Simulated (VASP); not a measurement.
Wanted: the native input for a VASP 6.6.1 run.

```yaml
Task: single point
Functional: PBE
Potentials_or_basis: VASP PAW PBE potentials, release 64 (Ta_pv)
Cutoff: 520 eV
k_mesh: 16 × 16 × 16
Occupations: fermi-dirac, width 0.1 eV
Spin: no spin polarisation
Dipole_correction: no
k_mesh_for_the_DOS: 24 × 24 × 24
Occupations_for_the_DOS: tetrahedron
Further_INCAR_settings: ALGO = Normal; EDIFF = 1e-06; NBANDS = 12
```

Crystal: Ta.

```
Ta
1.0
     0.00000    1.61867    1.61867
     1.61867    0.00000    1.61867
     1.61867    1.61867    0.00000
Ta
1
Direct
  0.00000 0.00000 0.00000
```

This isn't the form of Ta at room conditions, which is bcc.

These files were run (other wordings do the same):

POSCAR

```
Ta
1.0
    0.0000000000      1.6186651366      1.6186651366
    1.6186651366      0.0000000000      1.6186651366
    1.6186651366      1.6186651366      0.0000000000
Ta
1
Direct
    0.0000000000      0.0000000000      0.0000000000
```

INCAR.step1

```
SYSTEM = Ta
PREC = Accurate
ENCUT = 520
EDIFF = 1E-6
ISMEAR = -1
SIGMA = 0.1
LREAL = .False.
LASPH = .True.
NELM = 80
ALGO = Normal
ISIF = 2
LWAVE = .False.
LCHARG = .True.
LMAXMIX = 4
GGA = PE
NBANDS = 12
```

KPOINTS.step1

```
Automatic mesh
0
Gamma
  16 16 16
  0 0 0
```

INCAR.step2

```
SYSTEM = Ta
PREC = Accurate
ENCUT = 520
EDIFF = 1E-6
ISMEAR = -5
SIGMA = 0.1
LREAL = .False.
LASPH = .True.
NELM = 80
ALGO = Normal
ISIF = 2
LWAVE = .False.
LCHARG = .False.
LMAXMIX = 4
GGA = PE
LORBIT = 11
NBANDS = 12
NEDOS = 1001
ICHARG = 11
```

KPOINTS.step2

```
Automatic mesh
0
Gamma
  24 24 24
  0 0 0
```

Potentials or basis: VASP PAW PBE potentials, release 64 (Ta_pv).

Launch:

```console
$ cat potpaw_PBE.64/Ta_pv/POTCAR > POTCAR
$ cp INCAR.step1 INCAR
$ cp KPOINTS.step1 KPOINTS
$ mpirun -np 1 vasp_std > vasp.out
$ cp INCAR.step2 INCAR
$ cp KPOINTS.step2 KPOINTS
$ mpirun -np 1 vasp_std > vasp.out
```

Run time: 20 s on 1 thread of Intel(R) Xeon(R) Platinum 8559C (Emerald Rapids), with other jobs on the host, peak memory 0.16 GiB.
